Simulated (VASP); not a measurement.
Set up this calculation in VASP 6.6.1, as the native input.

- Task: relaxation of cell and atoms
- Functional: PBEsol
- Potentials or basis: VASP PAW PBE potentials, release 64 (Zr_sv)
- Cutoff: 600 eV
- k mesh: 10 × 10 × 16
- Occupations: gaussian, width 0.05 eV
- Spin: no spin polarisation
- Target pressure: 4 GPa
- Dipole correction: no
- Further INCAR settings: ALGO = Fast; EDIFF = 1e-07; IBRION = 2; EDIFFG = -0.01; NSW = 80; ISIF = 3

The structure of Zr lies in POSCAR:

```
Zr
1.0
    4.9410275038      0.0000000000      0.0000000000
   -2.4705137519      4.2790553391      0.0000000000
    0.0000000000      0.0000000000      3.0902129746
Zr
3
Direct
    0.0000000000      0.0000000000      0.0000000000
    0.3333333333      0.6666666667      0.5000000000
    0.6666666667      0.3333333333      0.5000000000
```

This isn't the form of Zr at room conditions, which is hcp.

The input as run:

INCAR

```
SYSTEM = Zr
ALGO = Fast ; EDIFF = 1E-7
EDIFFG = -0.01 ; ENCUT = 600
GGA = PS ; IBRION = 2
ISIF = 3 ; ISMEAR = 0
LASPH = .True. ; LCHARG = .False.
LREAL = .False. ; LWAVE = .False.
NELM = 60 ; NSW = 80
PREC = Accurate ; PSTRESS = 40.0
SIGMA = 0.05
```

KPOINTS

```
k-points
0
Gamma
  10 10 16
  0 0 0
```

Potentials or basis: VASP PAW PBE potentials, release 64 (Zr_sv).

The run is started by

```bash
$ cat potpaw_PBE.64/Zr_sv/POTCAR > POTCAR
$ mpirun -np 1 vasp_std > vasp.out
```

It gave:

| Property | Result |
| --- | --- |
| Relaxed volume | 21.42 Å³/atom |
| Relaxed cell | a = 4.914 Å, b = 4.914 Å, c = 3.073 Å, α = 90.00°, β = 90.00°, γ = 120.00° |
| Space group after relaxing (to 0.1 Å) | P6/mmm (No. 191) |
| Energy change on relaxing (the run minimises the enthalpy) | +6.9 meV/atom |
| Ionic steps | 3 |
| Pressure after relaxing | 4.0 GPa |
| Band gap on the k mesh | zero (bands 18 and 19 overlap by 0.69 eV) |

Caveat: the cell is relaxed towards a set pressure, so the run minimises the enthalpy, not the energy; the PAW data sets were made with another functional, which shifts forces and pressure a little.

Run time: 28 min on 1 thread of Oxide Virtual Turin-like Processor, with other jobs on the host, peak memory 0.3 GiB.
